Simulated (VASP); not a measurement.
Here is a VASP 6.6.1 calculation.

The input POSCAR:

```
BaTiO3
1.0
   -7.8938383500      0.0000000000      0.0000000000
    0.0000000000     -2.8038953400      2.8103251600
    0.0000000000      2.8038953400      2.8103251600
Ba Ti O
2 2 6
Direct
    0.0000000000      0.0000000000      0.0000000000
    0.5000000000      0.0000000000      0.0000000000
    0.2500000000      0.5100000000      0.5100000000
    0.7500000000      0.5100000000      0.5100000000
    0.0000000000      0.4900000000      0.4900000000
    0.5000000000      0.4900000000      0.4900000000
    0.2500000000      0.9840000000      0.4900000000
    0.7500000000      0.9840000000      0.4900000000
    0.2500000000      0.4900000000      0.9840000000
    0.7500000000      0.4900000000      0.9840000000
```

File INCAR.step1:

```
PREC = Accurate ; ENCUT = 520
ISMEAR = 0 ; SIGMA = 0.0115
LREAL = F ; LASPH = T
NELM = 150 ; ISPIN = 2
MAGMOM = 0 0 0 0 0 0 0 0 0 0 ; LMAXMIX = 4
NBANDS = 55 ; GGA = PE
ALGO = Normal ; EDIFF = 1E-4
LWAVE = T ; LCHARG = F
```

The input INCAR.step2:

```
PREC = Accurate ; ENCUT = 520
EDIFF = 1E-6 ; ISMEAR = 0
SIGMA = 0.0115 ; LREAL = F
LASPH = T ; NELM = 150
ALGO = Normal ; ISIF = 2
LWAVE = F ; LCHARG = T
ISPIN = 2 ; MAGMOM = 0 0 0 0 0 0 0 0 0 0
LORBIT = 11 ; LMAXMIX = 4
METAGGA = R2SCAN ; LMIXTAU = T
LELF = T ; LVHAR = T
NBANDS = 55 ; ISTART = 1
```

Contents of KPOINTS:

```
Automatic mesh
0
Gamma
  3 5 5
  0 0.5 0.5
```

Potentials or basis: VASP PAW PBE potentials, release 64 (Ba_sv, Ti_sv, O).

Launch:

```bash
$ cat potpaw_PBE.64/Ba_sv/POTCAR potpaw_PBE.64/Ti_sv/POTCAR potpaw_PBE.64/O/POTCAR > POTCAR
$ cp INCAR.step1 INCAR
$ mpirun -np 1 vasp_std > vasp.out
$ cp INCAR.step2 INCAR
$ mpirun -np 1 vasp_std > vasp.out
```

**Question.** Predict the largest force.

**Answer.** 0.101 eV/Å.

**Question.** Estimate the pressure.

**Answer.** 8.4 GPa.

**Question.** Estimate the band gap on the k mesh.

**Answer.** 2.59 eV.

**Question.** What does it give for the net moment?

**Answer.** 0.00 μB per cell.

Forces on the atoms (eV/Å):
```
Ba   0.000  0.000 -0.048
Ba   0.000  0.000 -0.048
Ti   0.000  0.000 -0.101
Ti   0.000  0.000 -0.101
O    0.000  0.000 -0.011
O    0.000  0.000 -0.011
O    0.000 -0.056  0.080
O    0.000 -0.056  0.080
O    0.000  0.056  0.080
O    0.000  0.056  0.080
```

Caveat: the cell stands under pressure; the PAW data sets were made with another functional, which shifts forces and pressure a little; spin-orbit coupling is left out, which moves the levels of the heavy elements; a shifted mesh leaves out Γ, where band edges can lie. r2SCAN opens gaps a little over a GGA but as a rule still falls short of measured ones.
